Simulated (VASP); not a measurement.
Wanted: the native input for a VASP 6.6.1 run.

| Quantity | Value |
| --- | --- |
| Task | single point |
| Functional | PBE |
| Potentials or basis | VASP PAW PBE potentials, release 64 (V_sv) |
| Cutoff | 520 eV |
| k mesh | 11 × 12 × 13 |
| Occupations | fermi-dirac, width 0.05 eV |
| Spin | collinear spin, ferromagnetic start |
| Starting moments | [2.0] μB |
| Dipole correction | no |
| Further INCAR settings | ALGO = Fast; EDIFF = 1e-06; NBANDS = 16 |

The structure of V lies in POSCAR:

```
V
1.0
   -1.4047360326      1.6733789900      1.6802551773
    1.5344925415     -1.5205068387      1.6571395350
    1.2975040760      1.4132748821     -1.5273830260
V
1
Direct
    0.0000000000      0.0000000000      0.0000000000
```

The input as run:

INCAR

```
SYSTEM = V
ALGO = Fast
EDIFF = 1E-6
ENCUT = 520
GGA = PE
ISIF = 2
ISMEAR = -1
ISPIN = 2
LASPH = .True.
LCHARG = .False.
LMAXMIX = 4
LORBIT = 11
LREAL = .False.
LWAVE = .False.
MAGMOM = 2
NBANDS = 16
NELM = 150
PREC = Accurate
SIGMA = 0.05
```

KPOINTS

```
k-points
0
Gamma
  11 12 13
  0 0 0
```

Potentials or basis: VASP PAW PBE potentials, release 64 (V_sv).

Command:

```console
$ cat potpaw_PBE.64/V_sv/POTCAR > POTCAR
$ mpirun -np 1 vasp_std > vasp.out
```

Results of the run:

The pressure is -10.1 GPa and the net moment is 0.00 μB per cell. The valence electrons inside the program's atomic spheres are V 11.57.

Caveat: the stress differs along the axes, from -17 to -3 GPa; the moments typed at the start vanished in this run.

Wall time 3 min on 1 thread of Intel(R) Xeon(R) Platinum 8559C (Emerald Rapids) (shared host), peak memory 0.36 GiB.
